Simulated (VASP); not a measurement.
Al2InN3:

```
Al In N
1.0
     4.88002   -2.80552    0.00000
     4.88002    2.80552    0.00000
     0.00000    0.00000    5.19946
Al In N
4 2 6
Direct
  0.00854 0.33490 0.99163
  0.66510 0.99146 0.99163
  0.99146 0.66510 0.49163
  0.33490 0.00854 0.49163
  0.32192 0.67808 0.98638
  0.67808 0.32192 0.48638
  0.03698 0.33358 0.35580
  0.66642 0.96302 0.35580
  0.96302 0.66642 0.85580
  0.33358 0.03698 0.85580
  0.29809 0.70191 0.40676
  0.70191 0.29809 0.90676
```

* Program: VASP 6.6.1
* Task: relaxation of cell and atoms
* Functional: PBE
* Potentials or basis: VASP PAW PBE potentials, release 64 (Al, In_d, N)
* Cutoff: 600 eV
* k mesh: 6 × 6 × 6
* Occupations: gaussian, width 0.02 eV
* Spin: no spin polarisation

At the start: pressure 4.2 GPa; volume 11.86 Å³/atom.

Q: Where does the relaxation end?

A: Over 9 steps the energy falls by 3.7 meV/atom and the volume is 12.15 Å³/atom (+2.4 %); space group Cmc2_1 (No. 36, to 0.1 Å) before and after.

The path:
```csv
step,energy change (eV),largest force (eV/Å),pressure (GPa),volume (Å³)
1,0.0000,0.0196,4.24,142.37
2,-0.0107,0.0384,-3.41,148.93
3,-0.0446,0.0194,-0.01,145.82
4,-0.0446,0.0191,0.08,145.75
5,-0.0447,0.0138,0.07,145.75
6,-0.0447,0.0116,0.07,145.76
7,-0.0448,0.0062,-0.07,145.89
8,-0.0448,0.0055,-0.01,145.84
9,-0.0448,0.0031,-0.01,145.84
```

Final structure:
```xyz
12
Lattice="4.9161 -2.8270 0.0000 4.9161 2.8270 0.0000 0.0000 0.0000 5.2470" Properties=species:S:1:pos:R:3 pbc="T T T"
Al    1.6880    0.9229    5.2039
Al    8.1441    0.9229    5.2039
Al    8.1441   -0.9229    2.5804
Al    1.6880   -0.9229    2.5804
In    4.9161    1.0066    5.1775
In    4.9161   -1.0066    2.5540
N     1.8225    0.8382    1.8660
N     8.0097    0.8382    1.8660
N     8.0097   -0.8382    4.4895
N     1.8225   -0.8382    4.4895
N     4.9161    1.1423    2.1326
N     4.9161   -1.1423    4.7561
```
